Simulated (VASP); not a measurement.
# SnO2 (P4_2/mnm) in VASP: notebook

SnO2 is run at these levels: PBE; tasks: single point.

Everything below comes from runs of VASP 6.6.1. Logs are shortened: lines on timing, memory, paths and dates and some standing lists are left out, and cuts for length are marked.

## 1. The cell of the first run

The structure is tetragonal, space group P4_2/mnm (No. 136). Conventional cell: a = 4.706 Å, b = 4.706 Å, c = 3.203 Å, α = 90.00°, β = 90.00°, γ = 90.00°. Sn (site symmetry mmm) has 6 O at 2.03 to 2.06 Å within 2.7 Å. Within 2.7 Å of O (site symmetry m2m) lie 3 Sn at 2.03 to 2.06 Å and 1 O at 2.59 Å.

## 2. Single point, PBE (11.82 Å³/atom)

The input, INCAR:

```
SYSTEM = SnO2
PREC     = Accurate       ! precision mode
ENCUT    = 520            ! plane-wave cutoff, eV
EDIFF    = 1E-7           ! SCF threshold, eV
ISMEAR   = 0              ! smearing method
SIGMA    = 0.02           ! smearing width, eV
LREAL    = .False.        ! projectors in reciprocal space
LASPH    = .True.         ! aspherical terms in the spheres
NELM     = 60             ! most SCF steps
ALGO     = Normal         ! electronic algorithm
ISIF     = 2              ! what is computed and relaxed
LWAVE    = .False.        ! write WAVECAR
LCHARG   = .False.        ! write CHGCAR
GGA      = PE             ! functional
NBANDS   = 35             ! bands
```

The input, KPOINTS:

```
regular mesh
0
Gamma
  6 6 8
  0 0 0
```

The input, POSCAR:

```
SnO2
1.0
    4.7061856759      0.0000000000      0.0000000000
    0.0000000000      4.7061856759      0.0000000000
    0.0000000000      0.0000000000      3.2026240301
Sn O
2 4
Direct
    0.0000000000      0.0000000000      0.0000000000
    0.5000000000      0.5000000000      0.5000000000
    0.3056031437      0.3056031437      0.0000000000
    0.1943968563      0.8056031437      0.5000000000
    0.6943968563      0.6943968563      0.0000000000
    0.8056031437      0.1943968563      0.5000000000
```

Potentials or basis: VASP PAW PBE potentials, release 64 (Sn_d, O).

Command:

```console
$ cat potpaw_PBE.64/Sn_d/POTCAR potpaw_PBE.64/O/POTCAR > POTCAR
$ mpirun -np 1 vasp_std > vasp.out
```

OUTCAR:

```text
SYSTEM = SnO2
   PREC = Accurate
   ENCUT = 520
   EDIFF = 1E-7
   ISMEAR = 0
   LREAL = .False.
   LASPH = .True.
   NELM = 60
   ISIF = 2
   GGA = PE

 ion  position               nearest neighbor table
   1  0.000  0.000  0.000-   3 2.03   5 2.03   4 2.06   6 2.06   4 2.06   6 2.06   2 3.69   2 3.69
                             2 3.69   2 3.69   2 3.69   2 3.69   2 3.69   2 3.69
   2  0.500  0.500  0.500-   4 2.03   6 2.03   5 2.06   3 2.06   3 2.06   5 2.06   1 3.69   1 3.69
                             1 3.69   1 3.69   1 3.69   1 3.69   1 3.69   1 3.69
   3  0.306  0.306  0.000-   1 2.03   2 2.06   2 2.06
   4  0.194  0.806  0.500-   2 2.03   1 2.06   1 2.06
   5  0.694  0.694  0.000-   1 2.03   2 2.06   2 2.06
   6  0.806  0.194  0.500-   2 2.03   1 2.06   1 2.06

  LATTYP: Found a simple tetragonal cell.
 ALAT       =     4.7061856759
 C/A-ratio  =     0.6805137431

  Lattice vectors:

 A1 = (   4.7061856759,   0.0000000000,   0.0000000000)
 A2 = (   0.0000000000,   4.7061856759,   0.0000000000)
 A3 = (   0.0000000000,   0.0000000000,   3.2026240301)

Analysis of symmetry for initial positions (statically):
=====================================================================
 Subroutine PRICEL returns:
 Original cell was already a primitive cell.

 Routine SETGRP: Setting up the symmetry group for a
 simple tetragonal supercell.

 Subroutine GETGRP returns: Found 16 space group operations
 (whereof  8 operations were pure point group operations)
 out of a pool of 16 trial point group operations.

The static configuration has the point symmetry D_2h.
 The point group associated with its full space group is D_4h.

Analysis of symmetry for dynamics (positions and initial velocities):
=====================================================================
 Subroutine PRICEL returns:
 Original cell was already a primitive cell.

 Routine SETGRP: Setting up the symmetry group for a
 simple tetragonal supercell.

 Subroutine GETGRP returns: Found 16 space group operations
 (whereof  8 operations were pure point group operations)
 out of a pool of 16 trial point group operations.

The dynamic configuration has the point symmetry D_2h.
 The point group associated with its full space group is D_4h.

 Subroutine INISYM returns: Found 16 space group operations
 (whereof  8 operations are pure point group operations),
 and found     1 'primitive' translations

----------------------------------------------------------------------------------------

                                     Primitive cell

  volume of cell :      70.9323

  direct lattice vectors                    reciprocal lattice vectors
     4.706185676  0.000000000  0.000000000     0.212486304  0.000000000  0.000000000
     0.000000000  4.706185676  0.000000000     0.000000000  0.212486304  0.000000000
     0.000000000  0.000000000  3.202624030     0.000000000  0.000000000  0.312243957

  length of vectors
     4.706185676  4.706185676  3.202624030     0.212486304  0.212486304  0.312243957

  position of ions in fractional coordinates (direct lattice)
     0.000000000  0.000000000  0.000000000
     0.500000000  0.500000000  0.500000000
     0.305603144  0.305603144  0.000000000
     0.194396856  0.805603144  0.500000000
     0.694396856  0.694396856  0.000000000
     0.805603144  0.194396856  0.500000000

  ion indices of the primitive-cell ions
   primitive index   ion index
                 1           1
                 2           2
                 3           3
                 4           4
                 5           5
                 6           6

----------------------------------------------------------------------------------------

 KPOINTS: regular mesh

Automatic generation of k-mesh.
 Grid dimensions read from file:
 generate k-points for:    6    6    8

 Generating k-lattice:

  Cartesian coordinates                     Fractional coordinates (reciprocal lattice)
     0.035414384  0.000000000  0.000000000     0.166666667  0.000000000  0.000000000
     0.000000000  0.035414384  0.000000000     0.000000000  0.166666667  0.000000000
     0.000000000  0.000000000  0.039030495     0.000000000  0.000000000  0.125000000

  Length of vectors
     0.035414384  0.035414384  0.039030495

  Shift w.r.t. Gamma in fractional coordinates (k-lattice)
     0.000000000  0.000000000  0.000000000

 Subroutine IBZKPT returns following result:
 ===========================================

 Found     50 irreducible k-points:

 Following reciprocal coordinates:
            Coordinates               Weight
  0.000000  0.000000  0.000000      1.000000
  0.166667  0.000000  0.000000      4.000000
  0.333333  0.000000  0.000000      4.000000
  0.500000  0.000000  0.000000      2.000000
  0.166667  0.166667  0.000000      4.000000
  0.333333  0.166667  0.000000      8.000000
[... 16 lines left out ...]
  0.333333  0.000000  0.250000      8.000000
  0.500000  0.000000  0.250000      4.000000
 [... further k-points ...]
   k-points           NKPTS =     50   k-points in BZ     NKDIM =     50   number of bands    NBANDS=     35
   number of dos      NEDOS =    301   number of ions     NIONS =      6
   total plane-waves  NPLWV =  31104
   dimension x,y,z NGX =    36 NGY =   36 NGZ =   24
   dimension x,y,z NGXF=    72 NGYF=   72 NGZF=   48
   ions per type =               2   4
   NGX,Y,Z   is equivalent  to a cutoff of  12.72, 12.72, 12.46 a.u.
   NGXF,Y,Z  is equivalent  to a cutoff of  25.43, 25.43, 24.92 a.u.
 SYSTEM =  SnO2
   PREC   = accura    normal or accurate (medium, high low for compatibility)
   ISTART =      0    job   : 0-new  1-cont  2-samecut
   ICHARG =      2    charge: 1-file 2-atom 10-const
   ISPIN  =      1    spin polarized calculation?
   LNONCOLLINEAR =      F non collinear calculations
   LSORBIT =      F    spin-orbit coupling
   LASPH  =      T    aspherical Exc in radial PAW
   ENCUT  =  520.0 eV  38.22 Ry    6.18 a.u.   8.75  8.75  5.95*2*pi/ulx,y,z
   NELM   =     60;   NELMIN=  2; NELMDL= -5     # of ELM steps
   EDIFF  = 0.1E-06   stopping-criterion for ELM
   LREAL  =      F    real-space projection
   EDIFFG = 0.1E-05   stopping-criterion for IOM
   NSW    =      0    number of steps for IOM
   IBRION =     -1    ionic relax: 0-MD 1-quasi-New 2-CG
   NFREE  =      0    steps in history (QN), initial steepest desc. (CG)
   ISIF   =      2    stress and relaxation
   ISYM   =      2    0-nonsym 1-usesym 2-fastsym
   POTIM  = 0.5000    time-step for ionic-motion
   TEBEG  =    0.0;   TEEND  =   0.0 temperature during run
   PSTRESS=    0.0 pullay stress
   NELECT =      52.0000    total number of electrons
   NUPDOWN=      -1.0000    fix difference up-down
   EMIN   =  10.00;   EMAX   =-10.00  energy-range for DOS
   EFERMI =   0.00;   METHOD = LEGACY
   ISMEAR =     0;   SIGMA  =   0.02  broadening in eV -4-tet -1-fermi 0-gaus
   EFERMI_NEDOS =   21; number of points for ismear=-14 and -15
   IALGO  =     38    algorithm
   IMIX   =      4    mixing-type and parameters
     AMIX     =   0.40;   BMIX     =  1.00
     AMIX_MAG =   1.60;   BMIX_MAG =  1.00
  volume/ion in A,a.u.               =      11.82        79.78
  Fermi-wavevector in a.u.,A,eV,Ry     =   1.476141  2.789503 29.647000  2.178993
  Thomas-Fermi vector in A             =   2.590704
   LORBIT       =      0    0 simple, 1 ext, 2 COOP (PROOUT), +10 PAW based schemes
   GGA     = PE    functional components
   LHFCALC =     F    Hartree Fock is set to
   AEXX    =    0.0000 exact exchange contribution
   IVDW    =     0    specifies the selected vdW correction
   LEPSILON=     F    determine dielectric tensor
   LRPA    =     F    only Hartree local field effects (RPA)
 non-spin polarized calculation
 Gauss-broadening in eV      SIGMA  =   0.02
  energy-cutoff  :      520.00
  volume of cell :       70.93
 maximum number of plane-waves:      1944
 NGX is ok and might be reduce to    36
   NGX = 17   NGY = 17   NGZ = 11

 number of electron      51.9999989 magnetization

 Free energy of the ion-electron system (eV)
  ---------------------------------------------------
  ext. energy  EPLUGINS =         0.00000000
  ---------------------------------------------------
  free energy    TOTEN  =       -37.12485703 eV

  energy without entropy =      -37.12485703  energy(sigma->0) =      -37.12485703

 E-fermi :   6.3787     XC(G=0): -11.3104

 val. band max:        6.2505646470   @ k =   0.0000   0.0000   0.0000
 cond. band min:       7.5533605421   @ k =   0.0000   0.0000   0.0000
 fundamental gap:      1.3027958951
 Fermi energy:         6.3786771835

 k-point     1 :       0.0000    0.0000    0.0000
  band No.  band energies     occupation
      1     -14.8718      2.00000
      2     -14.0307      2.00000
      3     -13.7891      2.00000
      4     -13.7624      2.00000
      5     -13.7624      2.00000
      6     -13.7221      2.00000
[... 27 lines left out ...]
     34      18.6122      0.00000
     35      18.9920      0.00000

 k-point     2 :       0.1667    0.0000    0.0000
  band No.  band energies     occupation
      1     -14.8269      2.00000
      2     -14.0827      2.00000
      3     -13.7897      2.00000
      4     -13.7604      2.00000
      5     -13.7603      2.00000
      6     -13.7589      2.00000
[... 27 lines left out ...]
     34      18.6083      0.00000
     35      18.9769      0.00000

 k-point     3 :       0.3333    0.0000    0.0000
  band No.  band energies     occupation
      1     -14.6960      2.00000
      2     -14.2602      2.00000
      3     -13.7917      2.00000
      4     -13.7917      2.00000
      5     -13.7561      2.00000
      6     -13.7559      2.00000
[... 27 lines left out ...]
     34      18.6776      0.00000
     35      18.9131      0.00000
[... 723 lines left out ...]
 k-point    23 :       0.3333    0.0000    0.2500
  band No.  band energies     occupation
      1     -14.5906      2.00000
      2     -14.4308      2.00000
      3     -14.0658      2.00000
      4     -13.8316      2.00000
      5     -13.6781      2.00000
      6     -13.6760      2.00000
[... 27 lines left out ...]
     34      18.5621      0.00000
     35      18.8366      0.00000

 k-point    24 :       0.5000    0.0000    0.2500
  band No.  band energies     occupation
      1     -14.5333      2.00000
      2     -14.5333      2.00000
      3     -13.9345      2.00000
      4     -13.9345      2.00000
      5     -13.6736      2.00000
      6     -13.6736      2.00000
[... 27 lines left out ...]
     34      18.7884      0.00000
     35      18.9652      0.00000

 [... further k-points ...]

------------------------ aborting loop because EDIFF is reached ----------------------------------------

  FORCE on cell =-STRESS in cart. coord.  units (eV):
  Direction    XX          YY          ZZ          XY          YZ          ZX
  --------------------------------------------------------------------------------------
  -------------------------------------------------------------------------------------
  Total        5.7072343      5.7072343      5.8607218      0.0000000      0.0000000      0.0000000
  in kB      128.9116632    128.9116632    132.3785497      0.0000000      0.0000000      0.0000000
  external PRESSURE =     130.0672920 kB  Pullay stress =       0.0000000 kB

 VOLUME and BASIS-vectors are now :
 -----------------------------------------------------------------------------
  energy-cutoff  :      520.00
  volume of cell :       70.93
      direct lattice vectors                 reciprocal lattice vectors
     4.706185676  0.000000000  0.000000000     0.212486304  0.000000000  0.000000000
     0.000000000  4.706185676  0.000000000     0.000000000  0.212486304  0.000000000
     0.000000000  0.000000000  3.202624030     0.000000000  0.000000000  0.312243957

 POSITION                                       TOTAL-FORCE (eV/Angst)
 -----------------------------------------------------------------------------------
      0.00000      0.00000      0.00000        -0.000000      0.000000      0.000000
      2.35309      2.35309      1.60131        -0.000000      0.000000      0.000000
      1.43823      1.43823      0.00000        -0.009680     -0.009680      0.000000
      0.91487      3.79132      1.60131         0.009680     -0.009680      0.000000
      3.26796      3.26796      0.00000         0.009680      0.009680     -0.000000
      3.79132      0.91487      1.60131        -0.009680      0.009680      0.000000
 -----------------------------------------------------------------------------------
    total drift:                                0.000000      0.000000      0.000000

  FREE ENERGIE OF THE ION-ELECTRON SYSTEM (eV)
  ---------------------------------------------------
  free  energy   TOTEN  =       -37.1248570303 eV

  energy  without entropy=      -37.1248570303  energy(sigma->0) =      -37.12485703
```

Run time: 2.5 min. Hardware: 1 thread of Intel Xeon 8259CL, shared host; peak memory 0.23 GiB.

Results:

```yaml
Free_energy: -37.1249 eV
Pressure: 13.0 GPa
Largest_force: 0.014 eV/Å
Band_gap_on_the_k_mesh: 1.30 eV
```

Forces in eV/Å, atoms in the order of the input:
```
Sn   0.000  0.000  0.000
Sn   0.000  0.000  0.000
O   -0.010 -0.010  0.000
O    0.010 -0.010  0.000
O    0.010  0.010  0.000
O   -0.010  0.010  0.000
```

Caveat: the cell stands under pressure; spin-orbit coupling is left out, which moves the levels of the heavy elements.

## 3. Single point, PBE (12.20 Å³/atom)

This run uses another cell than the first one, of 12.20 Å³/atom.

The input, INCAR:

```
PREC     = Accurate       # precision mode
ENCUT    = 520            # plane-wave cutoff, eV
EDIFF    = 1E-6           # SCF threshold, eV
ISMEAR   = 0              # smearing method
SIGMA    = 0.02           # smearing width, eV
LREAL    = False          # projectors in reciprocal space
LASPH    = True           # aspherical terms in the spheres
NELM     = 100            # most SCF steps
ALGO     = Normal         # electronic algorithm
ISIF     = 2              # what is computed and relaxed
LWAVE    = False          # write WAVECAR
LCHARG   = False          # write CHGCAR
GGA      = PE             # functional
NBANDS   = 35             # bands
```

The input, KPOINTS:

```
Automatic mesh
0
Gamma
  6 6 8
```

The input, POSCAR:

```
SnO2
1.0
    4.7669924367      0.0000000000      0.0000000000
    0.0000000000      4.7669924367      0.0000000000
    0.0000000000      0.0000000000      3.2210615833
Sn O
2 4
Direct
    0.0000000000      0.0000000000      0.0000000000
    0.5000000000      0.5000000000      0.5000000000
    0.3060051126      0.3060051126      0.0000000000
    0.1939948874      0.8060051126      0.5000000000
    0.6939948874      0.6939948874      0.0000000000
    0.8060051126      0.1939948874      0.5000000000
```

Potentials or basis: VASP PAW PBE potentials, release 64 (Sn_d, O).

Command:

```console
$ cat potpaw_PBE.64/Sn_d/POTCAR potpaw_PBE.64/O/POTCAR > POTCAR
$ mpirun -np 1 vasp_std > vasp.out
```

It took 2.6 min on 1 thread of Intel Xeon 8259CL, shared host; peak memory 0.23 GiB.

The run converged. Its results:

* Free energy: -37.2618 eV
* Pressure: 6.2 GPa
* Largest force: 0.015 eV/Å
* Band gap on the k mesh: 0.97 eV

Forces on the atoms (eV/Å):
```
Sn   0.000  0.000  0.000
Sn   0.000  0.000  0.000
O   -0.011 -0.011  0.000
O    0.011 -0.011  0.000
O    0.011  0.011  0.000
O   -0.011  0.011  0.000
```

Stress tensor (GPa, compression positive):
```
6.12 0.00 0.00
0.00 6.12 0.00
0.00 0.00 6.46
```

Levels at points of the mesh, in eV from the valence-band top:
| k point | band 23 | band 24 | band 25 | band 26 | band 27 | band 28 | band 29 | band 30 |
| --- | --- | --- | --- | --- | --- | --- | --- | --- |
| (0.00, 0.00, 0.00) | -1.26 | -0.76 | -0.76 | 0.00 | 0.97 | 5.93 | 6.17 | 6.17 |
| (0.50, 0.00, 0.00) | -1.21 | -1.21 | -0.61 | -0.61 | 4.19 | 4.19 | 6.94 | 6.94 |
| (0.50, 0.50, 0.00) | -1.34 | -1.34 | -0.87 | -0.87 | 4.59 | 4.59 | 7.34 | 7.34 |
| (0.00, 0.00, 0.50) | -1.61 | -1.61 | -1.22 | -1.22 | 5.91 | 5.91 | 9.60 | 9.60 |
| (0.50, 0.00, 0.50) | -1.06 | -1.06 | -0.71 | -0.71 | 6.19 | 6.19 | 7.89 | 7.89 |
| (0.50, 0.50, 0.50) | -0.93 | -0.93 | -0.80 | -0.80 | 4.62 | 4.62 | 8.80 | 8.80 |

Caveat: the cell stands under pressure; spin-orbit coupling is left out, which moves the levels of the heavy elements.

## 4. Single point, PBE

This run uses another cell than the first one, of 12.58 Å³/atom.

The input, INCAR:

```
PREC = Accurate ; ENCUT = 520
EDIFF = 1E-7 ; ISMEAR = 0
SIGMA = 0.02 ; LREAL = F
LASPH = T ; NELM = 100
ALGO = Normal ; ISIF = 2
LWAVE = F ; LCHARG = F
GGA = PE ; NBANDS = 35
```

KPOINTS is that of step 3.

The input, POSCAR:

```
SnO2
1.0
    4.8274196530      0.0000000000      0.0000000000
    0.0000000000      4.8274196530      0.0000000000
    0.0000000000      0.0000000000      3.2380690955
Sn O
2 4
Direct
    0.0000000000      0.0000000000      0.0000000000
    0.5000000000      0.5000000000      0.5000000000
    0.3065442635      0.3065442635      0.0000000000
    0.1934557365      0.8065442635      0.5000000000
    0.6934557365      0.6934557365      0.0000000000
    0.8065442635      0.1934557365      0.5000000000
```

Command:

```console
$ cat potpaw_PBE.64/Sn_d/POTCAR potpaw_PBE.64/O/POTCAR > POTCAR
$ mpirun -np 1 vasp_std > vasp.out
```

It took 3.4 min on 1 thread of Intel Xeon 8259CL, shared host; peak memory 0.24 GiB.

Results (log left out):

```
Free energy            : -37.3110 eV
Pressure               : 0.6 GPa
Largest force          : 0.012 eV/Å
Band gap on the k mesh : 0.67 eV
```

Forces in eV/Å, atoms in the order of the input:
```
Sn   0.000  0.000  0.000
Sn   0.000  0.000  0.000
O   -0.008 -0.008  0.000
O    0.008 -0.008  0.000
O    0.008  0.008  0.000
O   -0.008  0.008  0.000
```

Stress tensor (GPa, compression positive):
```
0.51 0.00 0.00
0.00 0.51 0.00
0.00 0.00 0.80
```

Levels at points of the mesh, in eV from the valence-band top:
```
           k point  band 22  band 23  band 24  band 25  band 26  band 27  band 28  band 29  band 30  band 31
(0.00, 0.00, 0.00)    -1.26    -1.26    -0.74    -0.74     0.00     0.67     5.69     6.06     6.06    10.12
(0.50, 0.00, 0.00)    -1.90    -1.21    -1.21    -0.61    -0.61     3.88     3.88     6.81     6.81    10.40
(0.50, 0.50, 0.00)    -1.87    -1.33    -1.33    -0.85    -0.85     4.27     4.27     7.15     7.15    10.48
(0.00, 0.00, 0.50)    -2.58    -1.53    -1.53    -1.18    -1.18     5.58     5.58     9.36     9.36    10.31
(0.50, 0.00, 0.50)    -1.66    -1.02    -1.02    -0.75    -0.75     5.85     5.85     7.60     7.60    10.57
(0.50, 0.50, 0.50)    -2.43    -0.92    -0.92    -0.78    -0.78     4.35     4.35     8.61     8.61    10.57
```

Caveat: semilocal functionals underestimate gaps, and a narrow one can read as zero; spin-orbit coupling is left out, which moves the levels of the heavy elements.

## 5. Overview

```csv
cell,gap on the mesh (eV),pressure (GPa),largest force (eV/Å)
"a = 4.706, b = 4.706, c = 3.203 Å, 6 atoms, atomic positions A",1.30,13.0,0.01
"a = 4.767, b = 4.767, c = 3.221 Å, 6 atoms, atomic positions B",0.97,6.2,0.01
"a = 4.827, b = 4.827, c = 3.238 Å, 6 atoms, atomic positions C",0.67,0.6,0.01
```

Alike in all rows: task single point; level PBE; potentials or basis VASP PAW PBE potentials, release 64 (Sn_d, O); no spin polarisation; k mesh 6 × 6 × 8; cutoff (eV) 520; smearing gaussian 0.02 eV.

Caveats: spin-orbit coupling is left out, which moves the levels of the heavy elements; the cell stands under pressure (at least some runs); semilocal functionals underestimate gaps, and a narrow one can read as zero (at least some runs).

Absolute energies hang on the potentials; compare differences alone.
